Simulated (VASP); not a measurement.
# CsLi26F27 (a cell with a defect) in VASP: electric field gradients with PBE

Aim: the electric field gradients of CsLi26F27 (a cell with a defect) with PBE.

All numbers are computed with VASP 6.6.1; they aren't measurements. Logs are shortened: lines on timing, memory, paths and dates and some standing lists are left out, and cuts for length are marked.

## Step 1: The cell of the first run

The cell holds a defect, 54 atoms: a = 8.545 Å, b = 8.545 Å, c = 8.545 Å, α = 60.00°, β = 60.00°, γ = 60.00°.

## Step 2: Electric field gradients, PBE

File INCAR:

```
SYSTEM = CsLi26F27
ALGO = Normal
EDIFF = 1E-8
ENCUT = 520
GGA = PE
ISIF = 2
ISMEAR = -1
LASPH = .True.
LCHARG = .False.
LEFG = .True.
LREAL = Auto
LWAVE = .False.
NBANDS = 171
NELM = 60
PREC = Accurate
SIGMA = 0.01
```

File KPOINTS:

```
k-points
0
Gamma
  3 3 3
  0 0 0
```

File POSCAR:

```
CsLi26F27
1.0
    0.0000000000      6.0420000000      6.0420000000
    6.0420000000      0.0000000000      6.0420000000
    6.0420000000      6.0420000000      0.0000000000
Cs Li F
1 26 27
Direct
    0.0000000000      0.0000000000      0.0000000000
    0.0000000000      0.0000000000      0.3333333333
    0.0000000000      0.0000000000      0.6666666667
    0.0000000000      0.3333333333      0.0000000000
    0.0000000000      0.3333333333      0.3333333333
    0.0000000000      0.3333333333      0.6666666667
    0.0000000000      0.6666666667      0.0000000000
    0.0000000000      0.6666666667      0.3333333333
    0.0000000000      0.6666666667      0.6666666667
    0.3333333333      0.0000000000      0.0000000000
    0.3333333333      0.0000000000      0.3333333333
    0.3333333333      0.0000000000      0.6666666667
    0.3333333333      0.3333333333      0.0000000000
    0.3333333333      0.3333333333      0.3333333333
    0.3333333333      0.3333333333      0.6666666667
    0.3333333333      0.6666666667      0.0000000000
    0.3333333333      0.6666666667      0.3333333333
    0.3333333333      0.6666666667      0.6666666667
    0.6666666667      0.0000000000      0.0000000000
    0.6666666667      0.0000000000      0.3333333333
    0.6666666667      0.0000000000      0.6666666667
    0.6666666667      0.3333333333      0.0000000000
    0.6666666667      0.3333333333      0.3333333333
    0.6666666667      0.3333333333      0.6666666667
    0.6666666667      0.6666666667      0.0000000000
    0.6666666667      0.6666666667      0.3333333333
    0.6666666667      0.6666666667      0.6666666667
    0.1666666667      0.1666666667      0.1666666667
    0.1666666667      0.1666666667      0.5000000000
    0.1666666667      0.1666666667      0.8333333333
    0.1666666667      0.5000000000      0.1666666667
    0.1666666667      0.5000000000      0.5000000000
    0.1666666667      0.5000000000      0.8333333333
    0.1666666667      0.8333333333      0.1666666667
    0.1666666667      0.8333333333      0.5000000000
    0.1666666667      0.8333333333      0.8333333333
    0.5000000000      0.1666666667      0.1666666667
    0.5000000000      0.1666666667      0.5000000000
    0.5000000000      0.1666666667      0.8333333333
    0.5000000000      0.5000000000      0.1666666667
    0.5000000000      0.5000000000      0.5000000000
    0.5000000000      0.5000000000      0.8333333333
    0.5000000000      0.8333333333      0.1666666667
    0.5000000000      0.8333333333      0.5000000000
    0.5000000000      0.8333333333      0.8333333333
    0.8333333333      0.1666666667      0.1666666667
    0.8333333333      0.1666666667      0.5000000000
    0.8333333333      0.1666666667      0.8333333333
    0.8333333333      0.5000000000      0.1666666667
    0.8333333333      0.5000000000      0.5000000000
    0.8333333333      0.5000000000      0.8333333333
    0.8333333333      0.8333333333      0.1666666667
    0.8333333333      0.8333333333      0.5000000000
    0.8333333333      0.8333333333      0.8333333333
```

Potentials or basis: VASP PAW PBE potentials, release 64 (Cs_sv, Li_sv, F).

Command:

```
$ cat potpaw_PBE.64/Cs_sv/POTCAR potpaw_PBE.64/Li_sv/POTCAR potpaw_PBE.64/F/POTCAR > POTCAR
$ mpirun -np 1 vasp_std > vasp.out
```

OUTCAR:

```text
SYSTEM = CsLi26F27
   EDIFF = 1E-8
   ENCUT = 520
   GGA = PE
   ISIF = 2
   ISMEAR = -1
   LASPH = .True.
   LREAL = Auto
   NELM = 60
   PREC = Accurate

 ion  position               nearest neighbor table
   1  0.000  0.000  0.000-  30 2.01  34 2.01  36 2.01  46 2.01  48 2.01  52 2.01  10 2.85  12 2.85
                            16 2.85  19 2.85  20 2.85  22 2.85   2 2.85   3 2.85   4 2.85   6 2.85
   2  0.000  0.000  0.333-  34 2.01  46 2.01  35 2.01  28 2.01  47 2.01  53 2.01   1 2.85
   3  0.000  0.000  0.667-  36 2.01  48 2.01  29 2.01  47 2.01  35 2.01  54 2.01   1 2.85
   4  0.000  0.333  0.000-  30 2.01  46 2.01  33 2.01  28 2.01  49 2.01  51 2.01   1 2.85
   5  0.000  0.333  0.333-  28 2.01  47 2.01  49 2.01  29 2.01  31 2.01  50 2.01
   6  0.000  0.333  0.667-  29 2.01  30 2.01  48 2.01  51 2.01  50 2.01  32 2.01   1 2.85
   7  0.000  0.667  0.000-  36 2.01  52 2.01  31 2.01  49 2.01  33 2.01  54 2.01   1 2.85
   8  0.000  0.667  0.333-  31 2.01  34 2.01  52 2.01  53 2.01  32 2.01  50 2.01   1 2.85
   9  0.000  0.667  0.667-  54 2.01  35 2.01  33 2.01  51 2.01  53 2.01  32 2.01
  10  0.333  0.000  0.000-  30 2.01  34 2.01  28 2.01  39 2.01  43 2.01  45 2.01   1 2.85
  11  0.333  0.000  0.333-  28 2.01  35 2.01  43 2.01  37 2.01  29 2.01  44 2.01
  12  0.333  0.000  0.667-  29 2.01  30 2.01  36 2.01  45 2.01  44 2.01  38 2.01   1 2.85
  13  0.333  0.333  0.000-  28 2.01  33 2.01  39 2.01  37 2.01  31 2.01  42 2.01
  14  0.333  0.333  0.333-  29 2.01  31 2.01  37 2.01  32 2.01  38 2.01  40 2.01
  15  0.333  0.333  0.667-  30 2.01  32 2.01  33 2.01  38 2.01  39 2.01  41 2.01
  16  0.333  0.667  0.000-  31 2.01  34 2.01  36 2.01  45 2.01  42 2.01  40 2.01   1 2.85
  17  0.333  0.667  0.333-  34 2.01  32 2.01  35 2.01  40 2.01  43 2.01  41 2.01
  18  0.333  0.667  0.667-  36 2.01  35 2.01  33 2.01  42 2.01  44 2.01  41 2.01
[... 34 lines left out ...]
  53  0.833  0.833  0.500-  27 2.01  20 2.01   8 2.01   2 2.01  21 2.01   9 2.01
  54  0.833  0.833  0.833-   9 2.01  21 2.01  25 2.01  19 2.01   7 2.01   3 2.01

  LATTYP: Found a face centered cubic cell.
 ALAT       =    12.0840000000

  Lattice vectors:

 A1 = (   0.0000000000,   6.0420000000,   6.0420000000)
 A2 = (   6.0420000000,   0.0000000000,   6.0420000000)
 A3 = (   6.0420000000,   6.0420000000,   0.0000000000)

Analysis of symmetry for initial positions (statically):
=====================================================================
 Subroutine PRICEL returns:
 Original cell was already a primitive cell.

 Routine SETGRP: Setting up the symmetry group for a
 face centered cubic supercell.

 Subroutine GETGRP returns: Found 48 space group operations
 (whereof 48 operations were pure point group operations)
 out of a pool of 48 trial point group operations.

The static configuration has the point symmetry O_h .

Analysis of symmetry for dynamics (positions and initial velocities):
=====================================================================
 Subroutine PRICEL returns:
 Original cell was already a primitive cell.

 Routine SETGRP: Setting up the symmetry group for a
 face centered cubic supercell.

 Subroutine GETGRP returns: Found 48 space group operations
 (whereof 48 operations were pure point group operations)
 out of a pool of 48 trial point group operations.

The dynamic configuration has the point symmetry O_h .

 Subroutine INISYM returns: Found 48 space group operations
 (whereof 48 operations are pure point group operations),
 and found     1 'primitive' translations

----------------------------------------------------------------------------------------

                                     Primitive cell

  volume of cell :     441.1357

  direct lattice vectors                    reciprocal lattice vectors
     0.000000000  6.042000000  6.042000000    -0.082754055  0.082754055  0.082754055
     6.042000000  0.000000000  6.042000000     0.082754055 -0.082754055  0.082754055
     6.042000000  6.042000000  0.000000000     0.082754055  0.082754055 -0.082754055

  length of vectors
[... 175 lines left out ...]
   PSTRESS=    0.0 pullay stress
   NELECT =     276.0000    total number of electrons
   NUPDOWN=      -1.0000    fix difference up-down
   EMIN   =  10.00;   EMAX   =-10.00  energy-range for DOS
   EFERMI =   0.00;   METHOD = LEGACY
   ISMEAR =    -1;   SIGMA  =   0.01  broadening in eV -4-tet -1-fermi 0-gaus
   EFERMI_NEDOS =   21; number of points for ismear=-14 and -15
   IALGO  =     38    algorithm
   IMIX   =      4    mixing-type and parameters
     AMIX     =   0.40;   BMIX     =  1.00
     AMIX_MAG =   1.60;   BMIX_MAG =  1.00
  volume/ion in A,a.u.               =       8.17        55.13
  Fermi-wavevector in a.u.,A,eV,Ry     =   1.400191  2.645976 26.674678  1.960534
  Thomas-Fermi vector in A             =   2.523176
   LORBIT       =      0    0 simple, 1 ext, 2 COOP (PROOUT), +10 PAW based schemes
   GGA     = PE    functional components
   LHFCALC =     F    Hartree Fock is set to
   AEXX    =    0.0000 exact exchange contribution
   IVDW    =     0    specifies the selected vdW correction
   LEPSILON=     F    determine dielectric tensor
   LRPA    =     F    only Hartree local field effects (RPA)
 non-spin polarized calculation
  energy-cutoff  :      520.00
  volume of cell :      441.14
 maximum number of plane-waves:     11935
   NGX = 31   NGY = 31   NGZ = 31

 number of electron     276.0000005 magnetization

 Free energy of the ion-electron system (eV)
  ---------------------------------------------------
  ext. energy  EPLUGINS =         0.00000000
  ---------------------------------------------------
  free energy    TOTEN  =      -238.79424656 eV

  energy without entropy =     -238.79424656  energy(sigma->0) =     -238.79424656

 E-fermi :   4.6863     XC(G=0): -10.2077

 val. band max:        4.3196985676   @ k =  -0.3333   0.3333   0.0000
 cond. band min:       8.5208588820   @ k =   0.0000   0.0000   0.0000
 fundamental gap:      4.2011603143
 Fermi energy:         4.6863284028

 k-point     1 :       0.0000    0.0000    0.0000
  band No.  band energies     occupation
      1     -41.7557      2.00000
      2     -41.7320      2.00000
      3     -41.7320      2.00000
      4     -41.7320      2.00000
      5     -41.7319      2.00000
      6     -41.7319      2.00000
[... 601 lines left out ...]
    149      11.1462      0.00000
    150      11.2347      0.00000
 [bands above 150 left out]

------------------------ aborting loop because EDIFF is reached ----------------------------------------

  FORCE on cell =-STRESS in cart. coord.  units (eV):
  Direction    XX          YY          ZZ          XY          YZ          ZX
  --------------------------------------------------------------------------------------
  -------------------------------------------------------------------------------------
  Total       57.7220738     57.7220738     57.7220738      0.0000000      0.0000000      0.0000000
  in kB      209.6429922    209.6429922    209.6429922      0.0000000      0.0000000      0.0000000
  external PRESSURE =     209.6429922 kB  Pullay stress =       0.0000000 kB

 VOLUME and BASIS-vectors are now :
 -----------------------------------------------------------------------------
  energy-cutoff  :      520.00
  volume of cell :      441.14
      direct lattice vectors                 reciprocal lattice vectors
     0.000000000  6.042000000  6.042000000    -0.082754055  0.082754055  0.082754055
     6.042000000  0.000000000  6.042000000     0.082754055 -0.082754055  0.082754055
     6.042000000  6.042000000  0.000000000     0.082754055  0.082754055 -0.082754055

 POSITION                                       TOTAL-FORCE (eV/Angst)
 -----------------------------------------------------------------------------------
      0.00000      0.00000      0.00000        -0.000000     -0.000000     -0.000000
      2.01400      2.01400      0.00000         0.230305      0.230305     -0.000000
      4.02800      4.02800      0.00000        -0.230305     -0.230305     -0.000000
      2.01400      0.00000      2.01400         0.230305     -0.000000      0.230305
      4.02800      2.01400      2.01400         0.031317     -0.031317     -0.031317
      6.04200      4.02800      2.01400        -0.000000     -0.230305      0.230305
[... 46 lines left out ...]
      8.05600      8.05600     10.07000        -0.018076     -0.018076      0.018076
     10.07000     10.07000     10.07000         0.018076      0.018076      0.018076
 -----------------------------------------------------------------------------------
    total drift:                               -0.000000     -0.000000      0.000000

  FREE ENERGIE OF THE ION-ELECTRON SYSTEM (eV)
  ---------------------------------------------------
  free  energy   TOTEN  =      -238.7942465626 eV

  energy  without entropy=     -238.7942465626  energy(sigma->0) =     -238.79424656

 Electric field gradients (V/A^2)
---------------------------------------------------------------------
 ion       V_xx      V_yy      V_zz      V_xy      V_xz      V_yz
---------------------------------------------------------------------
   1       0.000    -0.000     0.000    -0.000    -0.000    -0.000
   2       0.042     0.042    -0.083     0.390     0.003     0.003
   3       0.042     0.042    -0.083     0.390     0.003     0.003
   4       0.042    -0.083     0.042     0.003     0.390     0.003
   5      -0.003     0.001     0.001     0.005     0.005    -0.001
   6      -0.089     0.044     0.044     0.005     0.005    -0.382
[... 46 lines left out ...]
  53       0.001     0.001    -0.002     1.160    -1.156    -1.156
  54      -0.000    -0.000    -0.000     1.162     1.162     1.162
---------------------------------------------------------------------

 Electric field gradients after diagonalization (V/A^2)
 (convention: |V_zz| > |V_xx| > |V_yy|)
----------------------------------------------------------------------
 ion       V_xx      V_yy      V_zz     asymmetry (V_yy - V_xx)/ V_zz
----------------------------------------------------------------------
   1       0.000     0.000    -0.000       0.000
   2      -0.348    -0.083     0.431       0.615
   3      -0.348    -0.083     0.431       0.615
   4      -0.348    -0.083     0.431       0.615
   5       0.006     0.002    -0.008       0.475
   6      -0.338    -0.088     0.427       0.586
[... 46 lines left out ...]
  53      -1.159    -1.156     2.315       0.001
  54      -1.162    -1.162     2.323       0.000
----------------------------------------------------------------------

           NMR quadrupolar parameters

 Cq : quadrupolar parameter    Cq=e*Q*V_zz/h
 eta: asymmetry parameters     (V_yy - V_xx)/ V_zz
 Q  : nuclear electric quadrupole moment in mb (millibarn)
----------------------------------------------------------------------
 ion       Cq(MHz)       eta       Q (mb)
----------------------------------------------------------------------
   1      -0.000       0.000       1.000
   2       0.001       0.615       1.000
   3       0.001       0.615       1.000
   4       0.001       0.615       1.000
   5      -0.000       0.475       1.000
   6       0.001       0.586       1.000
[... 46 lines left out ...]
  53       0.006       0.001       1.000
  54       0.006       0.000       1.000
----------------------------------------------------------------------
```

Wall time 38 min (1 thread of Intel Xeon 8259CL, shared host); peak memory 0.64 GiB.

What came out:

```yaml
Free_energy: -238.7942 eV
Largest_force: 11.992 eV/Å
Band_gap_on_the_k_mesh: 4.20 eV
Largest_electric_field_gradient_by_atom: Cs +0.0; Li +0.4, -0.0, +0.0, -0.2 (each value once); F +2.3, -65.2, -1.3, -1.2, +0.0 (each value once) V/Å²
```

Forces in eV/Å, atoms in the order of the input:
```
Cs    0.000   0.000   0.000
Li    0.230   0.230   0.000
Li   -0.230  -0.230   0.000
Li    0.230   0.000   0.230
Li    0.031  -0.031  -0.031
Li    0.000  -0.230   0.230
Li   -0.230   0.000  -0.230
Li    0.000   0.230  -0.230
Li   -0.031   0.031   0.031
Li    0.000   0.230   0.230
Li   -0.031   0.031  -0.031
Li   -0.230   0.000   0.230
Li   -0.031  -0.031   0.031
Li    0.031   0.031   0.031
Li    0.000   0.000   0.057
Li   -0.230   0.230   0.000
Li    0.000   0.057   0.000
Li   -0.057   0.000   0.000
Li    0.000  -0.230  -0.230
Li    0.230   0.000  -0.230
Li    0.031  -0.031   0.031
Li    0.230  -0.230   0.000
Li    0.057   0.000   0.000
Li    0.000  -0.057   0.000
Li    0.031   0.031  -0.031
Li    0.000   0.000  -0.057
Li   -0.031  -0.031  -0.031
F    -0.018  -0.018  -0.018
F     0.018   0.018  -0.018
F     0.000   0.000  11.992
F     0.018  -0.018   0.018
F     0.000  -0.037  -0.037
F     0.037   0.000  -0.037
F     0.000  11.992   0.000
F     0.037  -0.037   0.000
F   -11.992   0.000   0.000
F    -0.018   0.018   0.018
F    -0.037   0.000  -0.037
F     0.000   0.037  -0.037
F    -0.037  -0.037   0.000
F     0.000   0.000   0.000
F     0.037   0.037   0.000
F     0.000  -0.037   0.037
F     0.037   0.000   0.037
F     0.018  -0.018  -0.018
F    11.992   0.000   0.000
F    -0.037   0.037   0.000
F     0.000 -11.992   0.000
F    -0.037   0.000   0.037
F     0.000   0.037   0.037
F    -0.018   0.018  -0.018
F     0.000   0.000 -11.992
F    -0.018  -0.018   0.018
F     0.018   0.018   0.018
```

Levels at points of the mesh, in eV from the valence-band top:
```
           k point  band 135  band 136  band 137  band 138  band 139  band 140  band 141  band 142
(0.00, 0.00, 0.00)     -4.27     -0.10     -0.10     -0.10      4.20      5.45      5.61      5.61
```

Electric field gradients, principal values (V/Å²):
```tsv
atom	least	middle	greatest (by size)
1 Cs	0.000	0.000	0.000
2 Li	-0.083	-0.348	0.431
3 Li	-0.083	-0.348	0.431
4 Li	-0.083	-0.348	0.431
5 Li	0.002	0.006	-0.008
6 Li	-0.088	-0.338	0.427
7 Li	-0.083	-0.348	0.431
8 Li	-0.088	-0.338	0.427
9 Li	0.002	0.006	-0.008
10 Li	-0.083	-0.348	0.431
11 Li	0.002	0.006	-0.008
12 Li	-0.088	-0.338	0.427
13 Li	0.002	0.006	-0.008
14 Li	-0.001	-0.001	0.002
15 Li	0.122	0.126	-0.248
16 Li	-0.088	-0.338	0.427
17 Li	0.122	0.126	-0.248
18 Li	0.122	0.126	-0.248
19 Li	-0.083	-0.348	0.431
20 Li	-0.088	-0.338	0.427
21 Li	0.002	0.006	-0.008
22 Li	-0.088	-0.338	0.427
23 Li	0.122	0.126	-0.248
24 Li	0.122	0.126	-0.248
25 Li	0.002	0.006	-0.008
26 Li	0.122	0.126	-0.248
27 Li	-0.001	-0.001	0.002
28 F	-1.162	-1.162	2.323
29 F	-1.156	-1.159	2.315
30 F	32.622	32.626	-65.249
31 F	-1.156	-1.159	2.315
32 F	0.357	0.894	-1.251
33 F	0.353	0.890	-1.243
34 F	32.622	32.626	-65.249
35 F	0.353	0.890	-1.243
36 F	32.622	32.626	-65.249
37 F	-1.156	-1.159	2.315
38 F	0.357	0.894	-1.251
39 F	0.353	0.890	-1.243
40 F	0.357	0.894	-1.251
41 F	-0.006	-0.006	0.012
42 F	0.357	0.894	-1.251
43 F	0.353	0.890	-1.243
44 F	0.357	0.894	-1.251
45 F	-1.156	-1.159	2.315
46 F	32.622	32.626	-65.249
47 F	0.353	0.890	-1.243
48 F	32.622	32.626	-65.249
49 F	0.353	0.890	-1.243
50 F	0.357	0.894	-1.251
51 F	-1.156	-1.159	2.315
52 F	32.622	32.626	-65.249
53 F	-1.156	-1.159	2.315
54 F	-1.162	-1.162	2.323
```

Caveat: the cutoff is under 1.25 times the usual one of these potentials, so pressure, stress and relaxed cells hold a basis-set (Pulay) error; without QUAD_EFG the Cq values of the log hold for a quadrupole moment of 1 mb, not for the nuclei; spin-orbit coupling is left out, which moves the levels of the heavy elements.
